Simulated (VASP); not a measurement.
# SiRu6 in VASP: further runs

Runs on SiRu6. Level: PBE. Tasks: single point.

All numbers are computed with VASP 6.6.1; they aren't measurements. Logs are shortened: lines on timing, memory, paths and dates and some standing lists are left out, and cuts for length are marked.

## 1. The cell of the first run

The cell holds a slab with vacuum, 7 atoms: a = 2.720 Å, b = 4.297 Å, c = 20.838 Å, α = 90.00°, β = 90.00°, γ = 90.00°.

## 2. Single point, PBE

Contents of INCAR:

```
PREC = Accurate
ENCUT = 520
EDIFF = 1E-6
ISMEAR = 0
SIGMA = 0.1
LREAL = False
LASPH = True
NELM = 100
ALGO = Normal
ISIF = 2
LWAVE = False
LCHARG = True
LDIPOL = True
IDIPOL = 3
DIPOL = 0.5 0.5 0.352
GGA = PE
LELF = True
LVHAR = True
LVACPOTAV = True
NBANDS = 53
```

Contents of KPOINTS:

```
Automatic mesh
0
Gamma
  10 6 1
```

Contents of POSCAR:

```
SiRu6
1.0
    2.7197977462      0.0000000000      0.0000000000
    0.0000000000      4.2966597640      0.0000000000
    0.0000000000      0.0000000000     20.8383397414
Ru Si
6 1
Direct
    0.0000000000      0.7500000000      0.1919538720
    0.5000000000      0.2500000000      0.2296314409
    0.5000000000      0.7500000000      0.3049865786
    0.0000000000      0.2500000000      0.3407382302
    0.0000000000      0.7500000000      0.4168575075
    0.5000000000      0.2500000000      0.4481326179
    1.0000000000      0.4500000000      0.5330669941
```

Potentials or basis: VASP PAW PBE potentials, release 64 (Ru_pv, Si).

Command:

```sh
cat potpaw_PBE.64/Ru_pv/POTCAR potpaw_PBE.64/Si/POTCAR > POTCAR
mpirun -np 1 vasp_std > vasp.out
```

OUTCAR:

```text
PREC = Accurate
   ENCUT = 520
   EDIFF = 1E-6
   ISMEAR = 0
   LREAL = False
   LASPH = True
   NELM = 100
   ISIF = 2
   GGA = PE

 ion  position               nearest neighbor table
   1  0.000  0.750  0.192-   2 2.66   2 2.66   2 2.66   2 2.66   3 2.72   3 2.72
   2  0.500  0.250  0.230-   3 2.66   3 2.66   1 2.66   1 2.66   1 2.66   1 2.66   4 2.69   4 2.69

   3  0.500  0.750  0.305-   4 2.65   4 2.65   4 2.65   4 2.65   2 2.66   2 2.66   5 2.70   5 2.70
                             1 2.72   1 2.72
   4  0.000  0.250  0.341-   6 2.62   6 2.62   3 2.65   3 2.65   3 2.65   3 2.65   5 2.67   5 2.67
                             2 2.69   2 2.69
   5  0.000  0.750  0.417-   6 2.62   6 2.62   6 2.62   6 2.62   4 2.67   4 2.67   3 2.70   3 2.70
                             7 2.74
   6  0.500  0.250  0.448-   7 2.39   7 2.39   4 2.62   4 2.62   5 2.62   5 2.62   5 2.62   5 2.62

   7  0.000  0.450  0.533-   6 2.39   6 2.39   5 2.74

  LATTYP: Found a simple orthorhombic cell.
 ALAT       =     2.7197977462
 B/A-ratio  =     1.5797717937
 C/A-ratio  =     7.6617240273

  Lattice vectors:

 A1 = (   2.7197977462,   0.0000000000,   0.0000000000)
 A2 = (   0.0000000000,   4.2966597640,   0.0000000000)
 A3 = (   0.0000000000,   0.0000000000,  20.8383397414)

Analysis of symmetry for initial positions (statically):
=====================================================================
 Subroutine PRICEL returns:
 Original cell was already a primitive cell.

 Routine SETGRP: Setting up the symmetry group for a
 simple orthorhombic supercell.

 Subroutine GETGRP returns: Found  2 space group operations
 (whereof  2 operations were pure point group operations)
 out of a pool of  8 trial point group operations.

The static configuration has the point symmetry C_1h.

Analysis of symmetry for dynamics (positions and initial velocities):
=====================================================================
 Subroutine PRICEL returns:
 Original cell was already a primitive cell.

 Routine SETGRP: Setting up the symmetry group for a
 simple orthorhombic supercell.

 Subroutine GETGRP returns: Found  2 space group operations
 (whereof  2 operations were pure point group operations)
 out of a pool of  8 trial point group operations.

The dynamic configuration has the point symmetry C_1h.

 Subroutine INISYM returns: Found  2 space group operations
 (whereof  2 operations are pure point group operations),
 and found     1 'primitive' translations

----------------------------------------------------------------------------------------

                                     Primitive cell

  volume of cell :     243.5178

  direct lattice vectors                    reciprocal lattice vectors
     2.719797746  0.000000000  0.000000000     0.367674398  0.000000000  0.000000000
     0.000000000  4.296659764  0.000000000     0.000000000  0.232738931  0.000000000
     0.000000000  0.000000000 20.838339741     0.000000000  0.000000000  0.047988468

  length of vectors
     2.719797746  4.296659764 20.838339741     0.367674398  0.232738931  0.047988468

  position of ions in fractional coordinates (direct lattice)
     0.000000000  0.750000000  0.191953872
     0.500000000  0.250000000  0.229631441
     0.500000000  0.750000000  0.304986579
     0.000000000  0.250000000  0.340738230
     0.000000000  0.750000000  0.416857507
     0.500000000  0.250000000  0.448132618
     0.000000000  0.450000000  0.533066994

  ion indices of the primitive-cell ions
   primitive index   ion index
                 1           1
                 2           2
                 3           3
                 4           4
                 5           5
                 6           6
                 7           7

----------------------------------------------------------------------------------------

 KPOINTS: Automatic mesh

Automatic generation of k-mesh.
 Grid dimensions read from file:
 generate k-points for:   10    6    1

 Generating k-lattice:

  Cartesian coordinates                     Fractional coordinates (reciprocal lattice)
     0.036767440  0.000000000  0.000000000     0.100000000  0.000000000  0.000000000
     0.000000000  0.038789822  0.000000000     0.000000000  0.166666667  0.000000000
     0.000000000  0.000000000  0.047988468     0.000000000  0.000000000  1.000000000

  Length of vectors
     0.036767440  0.038789822  0.047988468

  Shift w.r.t. Gamma in fractional coordinates (k-lattice)
     0.000000000  0.000000000  0.000000000

 Subroutine IBZKPT returns following result:
 ===========================================

 Found     24 irreducible k-points:

 Following reciprocal coordinates:
            Coordinates               Weight
  0.000000  0.000000  0.000000      1.000000
  0.100000  0.000000  0.000000      2.000000
  0.200000  0.000000  0.000000      2.000000
  0.300000  0.000000  0.000000      2.000000
  0.400000  0.000000  0.000000      2.000000
  0.500000  0.000000  0.000000      1.000000
[... 16 lines left out ...]
  0.400000  0.500000  0.000000      2.000000
  0.500000  0.500000  0.000000      1.000000
   k-points           NKPTS =     24   k-points in BZ     NKDIM =     24   number of bands    NBANDS=     53
   number of dos      NEDOS =    301   number of ions     NIONS =      7
   total plane-waves  NPLWV = 102400
   dimension x,y,z NGX =    20 NGY =   32 NGZ =  160
   dimension x,y,z NGXF=    40 NGYF=   64 NGZF=  320
   ions per type =               6   1
   NGX,Y,Z   is equivalent  to a cutoff of  12.22, 12.38, 12.76 a.u.
   NGXF,Y,Z  is equivalent  to a cutoff of  24.45, 24.76, 25.53 a.u.
 SYSTEM =  unknown system
   PREC   = accura    normal or accurate (medium, high low for compatibility)
   ISTART =      0    job   : 0-new  1-cont  2-samecut
   ICHARG =      2    charge: 1-file 2-atom 10-const
   ISPIN  =      1    spin polarized calculation?
   LNONCOLLINEAR =      F non collinear calculations
   LSORBIT =      F    spin-orbit coupling
   LASPH  =      T    aspherical Exc in radial PAW
   ENCUT  =  520.0 eV  38.22 Ry    6.18 a.u.   5.06  7.99 38.75*2*pi/ulx,y,z
   NELM   =    100;   NELMIN=  2; NELMDL= -5     # of ELM steps
   EDIFF  = 0.1E-05   stopping-criterion for ELM
   LREAL  =      F    real-space projection
   EDIFFG = 0.1E-04   stopping-criterion for IOM
   NSW    =      0    number of steps for IOM
   IBRION =     -1    ionic relax: 0-MD 1-quasi-New 2-CG
   NFREE  =      0    steps in history (QN), initial steepest desc. (CG)
   ISIF   =      2    stress and relaxation
   ISYM   =      2    0-nonsym 1-usesym 2-fastsym
   POTIM  = 0.5000    time-step for ionic-motion
   TEBEG  =    0.0;   TEEND  =   0.0 temperature during run
   PSTRESS=    0.0 pullay stress
   NELECT =      88.0000    total number of electrons
   NUPDOWN=      -1.0000    fix difference up-down
   EMIN   =  10.00;   EMAX   =-10.00  energy-range for DOS
   EFERMI =   0.00;   METHOD = LEGACY
   ISMEAR =     0;   SIGMA  =   0.10  broadening in eV -4-tet -1-fermi 0-gaus
   EFERMI_NEDOS =   21; number of points for ismear=-14 and -15
   IALGO  =     38    algorithm
   IMIX   =      4    mixing-type and parameters
     AMIX     =   0.40;   BMIX     =  1.00
     AMIX_MAG =   1.60;   BMIX_MAG =  1.00
  volume/ion in A,a.u.               =      34.79       234.76
  Fermi-wavevector in a.u.,A,eV,Ry     =   1.166072  2.203557 18.500178  1.359725
  Thomas-Fermi vector in A             =   2.302590
   LORBIT       =      0    0 simple, 1 ext, 2 COOP (PROOUT), +10 PAW based schemes
   GGA     = PE    functional components
   LHFCALC =     F    Hartree Fock is set to
   AEXX    =    0.0000 exact exchange contribution
   IVDW    =     0    specifies the selected vdW correction
   LEPSILON=     F    determine dielectric tensor
   LRPA    =     F    only Hartree local field effects (RPA)
 non-spin polarized calculation
 Gauss-broadening in eV      SIGMA  =   0.10
  energy-cutoff  :      520.00
  volume of cell :      243.52
 maximum number of plane-waves:      6614
   NGX = 11   NGY = 15   NGZ = 77

 dipolmoment           0.000000      0.000000     -0.000228 electrons x Angstroem

 number of electron      88.0000041 magnetization

 dipolmoment           0.000000      0.000000      0.015127 electrons x Angstroem

 Free energy of the ion-electron system (eV)
  ---------------------------------------------------
  ext. energy  EPLUGINS =         0.00000000
  ---------------------------------------------------
  free energy    TOTEN  =       -57.11527590 eV

  energy without entropy =      -57.07662089  energy(sigma->0) =      -57.09594840

 E-fermi :   1.9519     XC(G=0):  -6.4402

 val. band max:        1.9508539029   @ k =   0.0000   0.1667   0.0000
 cond. band min:       1.9542901581   @ k =   0.4000   0.3333   0.0000
 fundamental gap:      0.0034362551
 Fermi energy:         1.9519240232

 k-point     1 :       0.0000    0.0000    0.0000
  band No.  band energies     occupation
      1     -41.6382      2.00000
      2     -41.3974      2.00000
      3     -41.3432      2.00000
      4     -41.2430      2.00000
      5     -41.1833      2.00000
      6     -41.0285      2.00000
[... 45 lines left out ...]
     52       3.6685      0.00000
     53       3.7841      0.00000

 k-point     2 :       0.1000    0.0000    0.0000
  band No.  band energies     occupation
      1     -41.6142      2.00000
      2     -41.3841      2.00000
      3     -41.3230      2.00000
      4     -41.2368      2.00000
      5     -41.1634      2.00000
      6     -41.0807      2.00000
[... 45 lines left out ...]
     52       3.6796      0.00000
     53       3.8957      0.00000

 k-point     3 :       0.2000    0.0000    0.0000
  band No.  band energies     occupation
      1     -41.5459      2.00000
      2     -41.3576      2.00000
      3     -41.2678      2.00000
      4     -41.2381      2.00000
      5     -41.1863      2.00000
      6     -41.1075      2.00000
[... 45 lines left out ...]
     52       3.6339      0.00000
     53       4.4339      0.00000
[... 1065 lines left out ...]
 k-point    23 :       0.4000    0.5000    0.0000
  band No.  band energies     occupation
      1     -41.5911      2.00000
      2     -41.5419      2.00000
      3     -41.5036      2.00000
      4     -41.3745      2.00000
      5     -41.2763      2.00000
      6     -41.2323      2.00000
[... 45 lines left out ...]
     52       4.3462      0.00000
     53       4.6390      0.00000

 k-point    24 :       0.5000    0.5000    0.0000
  band No.  band energies     occupation
      1     -41.6290      2.00000
      2     -41.5795      2.00000
      3     -41.5364      2.00000
      4     -41.3958      2.00000
      5     -41.3210      2.00000
      6     -41.2618      2.00000
[... 45 lines left out ...]
     52       5.0490      0.00000
     53       5.1032      0.00000

------------------------ aborting loop because EDIFF is reached ----------------------------------------

  FORCE on cell =-STRESS in cart. coord.  units (eV):
  Direction    XX          YY          ZZ          XY          YZ          ZX
  --------------------------------------------------------------------------------------
  -------------------------------------------------------------------------------------
  Total       -2.6995491     -1.2905457      0.4261767      0.0000000      1.2099603      0.0000000
  in kB      -17.7611519     -8.4908910      2.8039455      0.0000000      7.9606955      0.0000000
  external PRESSURE =      -7.8160325 kB  Pullay stress =       0.0000000 kB

 VOLUME and BASIS-vectors are now :
 -----------------------------------------------------------------------------
  energy-cutoff  :      520.00
  volume of cell :      243.52
      direct lattice vectors                 reciprocal lattice vectors
     2.719797746  0.000000000  0.000000000     0.367674398  0.000000000  0.000000000
     0.000000000  4.296659764  0.000000000     0.000000000  0.232738931  0.000000000
     0.000000000  0.000000000 20.838339741     0.000000000  0.000000000  0.047988468

 POSITION                                       TOTAL-FORCE (eV/Angst)
 -----------------------------------------------------------------------------------
      0.00000      3.22249      4.00000         0.000000      0.066357      0.869196
      1.35990      1.07416      4.78514         0.000000     -0.077227     -0.504372
      1.35990      3.22249      6.35541         0.000000     -0.111180     -0.205271
      0.00000      1.07416      7.10042         0.000000      0.119801     -0.991944
      0.00000      3.22249      8.68662         0.000000      0.069369      0.015947
      1.35990      1.07416      9.33834         0.000000     -0.742088      0.801767
      0.00000      1.93350     11.10823         0.000000      0.674970      0.014676
 -----------------------------------------------------------------------------------
    total drift:                                0.000000      0.000010      0.000313

  FREE ENERGIE OF THE ION-ELECTRON SYSTEM (eV)
  ---------------------------------------------------
  free  energy   TOTEN  =       -57.1152759027 eV

  energy  without entropy=      -57.0766208880  energy(sigma->0) =      -57.09594840

 vacuum level on the upper side and lower side of the slab         6.963         6.729
```

Run time: 5.5 min. Hardware: 1 thread of Intel Xeon 6975P-C (Granite Rapids), shared host; peak memory 0.44 GiB.

What came out:

- Free energy: -57.1153 eV
- Largest force: 1.092 eV/Å
- Band gap on the k mesh: zero (bands 44 and 45 overlap by 1.21 eV)

Forces in eV/Å, atoms in the order of the input:
```
Ru   0.000  0.066  0.869
Ru   0.000 -0.077 -0.504
Ru   0.000 -0.111 -0.205
Ru   0.000  0.120 -0.992
Ru   0.000  0.069  0.016
Ru   0.000 -0.742  0.802
Si   0.000  0.675  0.015
```

Levels at points of the mesh, in eV from the Fermi level:
```csv
k point,band 41,band 42,band 43,band 44,band 45,band 46,band 47,band 48
"(0.00, 0.00, 0.00)",-1.34,-1.19,-0.93,-0.67,-0.62,-0.36,-0.08,0.99
"(0.50, 0.00, 0.00)",-0.20,0.08,0.14,0.18,0.79,1.35,1.36,1.55
"(0.00, 0.50, 0.00)",-1.12,-0.94,-0.75,-0.16,0.09,0.36,0.44,0.57
"(0.50, 0.50, 0.00)",-0.37,-0.06,0.36,0.59,0.91,1.10,1.34,1.56
```

## 3. Single point, PBE

Contents of INCAR:

```
SYSTEM = SiRu6
PREC = Accurate
ENCUT = 520
EDIFF = 1E-6
ISMEAR = 0
SIGMA = 0.1
LREAL = .FALSE.
LASPH = .TRUE.
NELM = 60
ALGO = Normal
ISIF = 2
LWAVE = .FALSE.
LCHARG = .FALSE.
LDIPOL = .TRUE.
IDIPOL = 3
DIPOL = 0.5 0.5 0.351
GGA = PE
NBANDS = 53
```

Contents of KPOINTS:

```
Automatic mesh
0
G
  10 6 1
  0 0 0
```

POSCAR: that of step 2 with these lines changed.

```diff
@@ -14,2 +14,2 @@
     0.5000000000      0.2500000000      0.4481326179
-    1.0000000000      0.4500000000      0.5330669941
+    0.8333333333      0.7500000000      0.5255972339
```

Potentials or basis: VASP PAW PBE potentials, release 64 (Ru_pv, Si).

Command:

```sh
cat potpaw_PBE.64/Ru_pv/POTCAR potpaw_PBE.64/Si/POTCAR > POTCAR
mpirun -np 1 vasp_std > vasp.out
```

It took 5 min on 1 thread of Intel Xeon 6975P-C (Granite Rapids), shared host; peak memory 0.44 GiB.

Results (log left out):

* Free energy: -57.2195 eV
* Largest force: 2.033 eV/Å
* Band gap on the k mesh: zero (bands 44 and 45 overlap by 1.12 eV)

Forces on the atoms (eV/Å):
```
Ru  -0.007  0.000  0.879
Ru   0.059  0.000 -0.494
Ru   0.067  0.000 -0.677
Ru  -0.096  0.000 -0.148
Ru   0.332  0.000 -1.573
Ru   0.241  0.000  2.019
Si  -0.596  0.000 -0.005
```

Levels at points of the mesh, in eV from the Fermi level:
```tsv
k point	band 41	band 42	band 43	band 44	band 45	band 46	band 47	band 48
(0.00, 0.00, 0.00)	-1.48	-1.23	-1.00	-0.86	-0.55	-0.07	0.13	1.01
(0.50, 0.00, 0.00)	-0.70	0.05	0.13	0.24	0.77	1.29	1.35	1.39
(0.00, 0.50, 0.00)	-1.06	-0.82	-0.74	-0.16	0.25	0.26	0.45	0.60
(0.50, 0.50, 0.00)	-0.21	0.12	0.40	0.57	0.69	1.03	1.22	1.36
```

## 4. Single point, PBE

Contents of INCAR:

```
SYSTEM = SiRu6
PREC     = Accurate       ! precision mode
ENCUT    = 520            ! plane-wave cutoff, eV
EDIFF    = 1E-6           ! SCF threshold, eV
ISMEAR   = 0              ! smearing method
SIGMA    = 0.1            ! smearing width, eV
LREAL    = .False.        ! projectors in reciprocal space
LASPH    = .True.         ! aspherical terms in the spheres
NELM     = 100            ! most SCF steps
ALGO     = Normal         ! electronic algorithm
ISIF     = 2              ! what is computed and relaxed
LWAVE    = .False.        ! write WAVECAR
LCHARG   = .False.        ! write CHGCAR
LDIPOL   = .True.       
IDIPOL   = 3            
DIPOL    = 0.5 0.5 0.351
GGA      = PE             ! functional
NBANDS   = 53             ! bands
```

Contents of KPOINTS:

```
regular mesh
0
Gamma
  10 6 1
  0 0 0
```

POSCAR: that of step 3 with these lines changed.

```diff
@@ -14,2 +14,2 @@
     0.5000000000      0.2500000000      0.4481326179
-    0.8333333333      0.7500000000      0.5255972339
+    1.0000000000      0.6500000000      0.5263031714
```

Command:

```sh
cat potpaw_PBE.64/Ru_pv/POTCAR potpaw_PBE.64/Si/POTCAR > POTCAR
mpirun -np 1 vasp_std > vasp.out
```

Run time: 5.1 min. Hardware: 1 thread of Intel Xeon 6975P-C (Granite Rapids), shared host; peak memory 0.44 GiB.

It converged, with:

- Free energy: -57.2133 eV
- Largest force: 2.098 eV/Å
- Band gap on the k mesh: zero (bands 44 and 45 overlap by 1.08 eV)

Forces in eV/Å, atoms in the order of the input:
```
Ru   0.000  0.051  0.889
Ru   0.000 -0.087 -0.495
Ru   0.000 -0.027 -0.646
Ru   0.000  0.172 -0.342
Ru   0.000  0.391 -1.517
Ru   0.000  0.020  2.098
Si   0.000 -0.520  0.013
```

Levels at points of the mesh, in eV from the Fermi level:
```
           k point  band 41  band 42  band 43  band 44  band 45  band 46  band 47  band 48
(0.00, 0.00, 0.00)    -1.42    -1.24    -1.00    -0.85    -0.57    -0.08     0.07     0.97
(0.50, 0.00, 0.00)    -0.30    -0.03     0.11     0.12     0.73     1.29     1.36     1.37
(0.00, 0.50, 0.00)    -1.11    -0.86    -0.75    -0.18     0.22     0.27     0.44     0.60
(0.50, 0.50, 0.00)    -0.38     0.23     0.33     0.49     0.72     1.11     1.29     1.35
```

## 5. Summary

```tsv
cell	gap on the mesh (eV)	largest force (eV/Å)
as given, atomic positions A	none	1.09
as given, atomic positions B	none	2.03
as given, atomic positions C	none	2.10
```

Alike in all rows: task single point; level PBE; potentials or basis VASP PAW PBE potentials, release 64 (Ru_pv, Si); no spin polarisation; k mesh 10 × 6 × 1; cutoff (eV) 520; smearing gaussian 0.1 eV.

Absolute energies hang on the potentials; compare differences alone.

The gap in the log of VASP goes by the Fermi energy; the results here count the filled bands.